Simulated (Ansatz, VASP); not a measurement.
**Two plane-wave programs on Ni2Ir**

```
CELL_PARAMETERS angstrom
0.00000 2.52445 2.52445
2.52445 0.00000 2.52445
2.52445 2.52445 0.00000
ATOMIC_POSITIONS crystal
Ni 0.25000 0.25000 0.25000
Ni 0.75000 0.75000 0.75000
Ir 0.00000 0.00000 0.00000
```

Alike in both runs: task relaxation of cell and atoms; functional PBE; k mesh 6 × 6 × 6; occupations gaussian, width 0.1 eV; no spin polarisation.

```csv
,VASP,Ansatz
version,VASP 6.6.1,Ansatz 0.2.0
potentials or method,"VASP PAW PBE potentials, release 64 (Ni, Ir), cutoff 600 eV","scalar-relativistic, plane waves, PAW"
valence electrons in the cell,29,53
```

```tsv
	VASP	Ansatz	Ansatz less VASP
gap on the k mesh at the Fermi level, each at its own relaxed structure (eV)	none	none	-
relaxed volume (Å³/atom)	14.90	14.88	-0.012
relaxed cell length with the largest relative difference (Å)	3.983	3.982	-0.0010
```

A gap of «none» marks a metal or a gap that the smearing closes. VASP's potentials hold 29 valence electrons a cell and Ansatz's 53, so a difference there can come from the potentials and not from the codes.

Spin-orbit coupling is off throughout. Noted on VASP's run: the volume moved by over 15 % at a fixed basis, so the end points are rough.
